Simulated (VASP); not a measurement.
A run of VASP 6.6.1 is set up as follows.

The input INCAR:

```
SYSTEM = CrCuO2
ALGO = Normal ; EDIFF = 1E-6
ENCUT = 600 ; GGA = PE
GGA_COMPAT = .FALSE. ; ISIF = 2
ISMEAR = 0 ; LASPH = .TRUE.
LCHARG = .FALSE. ; LREAL = .FALSE.
LWAVE = .FALSE. ; NBANDS = 26
NELM = 120 ; PREC = Accurate
SIGMA = 0.05
```

Contents of KPOINTS:

```
k-points
0
G
  14 14 14
  0 0 0
```

File POSCAR:

```
CrCuO2
1.0
    1.3384417532      0.7727497065      6.1062744681
   -1.3384417532      0.7727497065      6.1062744681
    0.0000000000     -1.5454994130      6.1062744681
Cr Cu O
1 1 2
Direct
    0.5000000000      0.5000000000      0.5000000000
    0.0000000000      0.0000000000      0.0000000000
    0.1019991560      0.1019991560      0.1019991560
    0.8980008440      0.8980008440      0.8980008440
```

Potentials or basis: VASP PAW PBE potentials, release 64 (Cr_pv, Cu, O).

The run is started by

```bash
$ cat potpaw_PBE.64/Cr_pv/POTCAR potpaw_PBE.64/Cu/POTCAR potpaw_PBE.64/O/POTCAR > POTCAR
$ mpirun -np 1 vasp_std > vasp.out
```

What does it give for the pressure?

8.2 GPa.

What does it give for the largest force?

0.006 eV/Å.

What does it give for the band gap on the k mesh?

Zero (an odd number of electrons rules out a gap without spin polarisation).

Forces in eV/Å, atoms in the order of the input:
```
Cr   0.000  0.000  0.000
Cu   0.000  0.000  0.000
O    0.000  0.000 -0.006
O    0.000  0.000  0.006
```

Caveat: the cell stands under pressure; an odd number of electrons without spin polarisation forces a metal; a magnetic or distorted state may lie lower; the run has no spin polarisation, though such a crystal can be magnetic; semilocal functionals often make such compounds metallic where correlation or magnetic order opens a gap, which also shifts bond lengths. Spin polarisation is off, so any magnetic state and its effect on volume and gap are missing.
